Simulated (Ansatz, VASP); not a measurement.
C in VASP and in Ansatz

```
C
1.0
     0.00000    1.53129    1.53129
     1.53129    0.00000    1.53129
     1.53129    1.53129    0.00000
C
2
Direct
  0.87500 0.87500 0.87500
  0.12500 0.12500 0.12500
```

Change from the starting cell: volume scaled by 0.64, LAPW.

Alike in both runs: task single point; functional PBEsol; k mesh 20 × 20 × 20; occupations fermi-dirac, width 0.1 eV; no spin polarisation.

```csv
,VASP,Ansatz
version,VASP 6.6.1,Ansatz 0.2.0
potentials or method,"VASP PAW PBE potentials, release 64 (C), cutoff 520 eV","all-electron LAPW, scalar-relativistic"
```

|  | VASP | Ansatz | Ansatz less VASP |
| --- | --- | --- | --- |
| gap on the k mesh at the Fermi level (eV) | 5.19 | 5.21 | +0.018 |
| pressure (GPa) | 446.0 | 442.5 | -3.52 |

VASP's potentials were made for PBE, not for PBEsol. Both programs put the cell under a high pressure, so it lies far from rest at this level. Ansatz ran all-electron here, and VASP with PAW potentials.

Noted on VASP's run: the cell as given lies far from equilibrium.
